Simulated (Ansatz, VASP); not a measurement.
# HfN in VASP and in Ansatz

```xyz
2
Lattice="0.0000 2.4330 2.2738 2.2738 0.0000 2.2738 2.2738 2.4330 0.0000" Properties=species:S:1:pos:R:3 pbc="T T T"
Hf    0.0000    0.0081    0.0000
N     2.2738    2.3292    2.2738
```

Change from the starting cell: mode 5 frozen in at -0.097 Å, normal strain along y +0.0700.

Alike in both runs: task single point; functional PBE; k mesh 16 × 16 × 16; occupations gaussian, width 0.15 eV; no spin polarisation.

|  | VASP | Ansatz |
| --- | --- | --- |
| version | VASP 6.6.1 | Ansatz 0.2.0 |
| potentials or method | VASP PAW PBE potentials, release 64 (Hf_pv, N), cutoff 520 eV | scalar-relativistic, plane waves, PAW |
| valence electrons in the cell | 15 | 31 |

|  | VASP | Ansatz | Ansatz less VASP |
| --- | --- | --- | --- |
| gap on the k mesh at the Fermi level (eV) | none | none | - |
| pressure (GPa) | -14.4 | -12.4 | +2.05 |
| traceless stress, the component that is largest in VASP (GPa) | -10.98 | -11.19 | -0.212 |
| rms of the force components (eV/Å) | 0.268 | 0.265 | -0.0027 |

Atom by atom the forces differ by 0.003 eV/Å (rms over components). A gap of «none» marks a metal or a gap that the smearing closes. VASP's potentials hold 15 valence electrons a cell and Ansatz's 31, so a difference there can come from the potentials and not from the codes.

Spin-orbit coupling is off throughout.
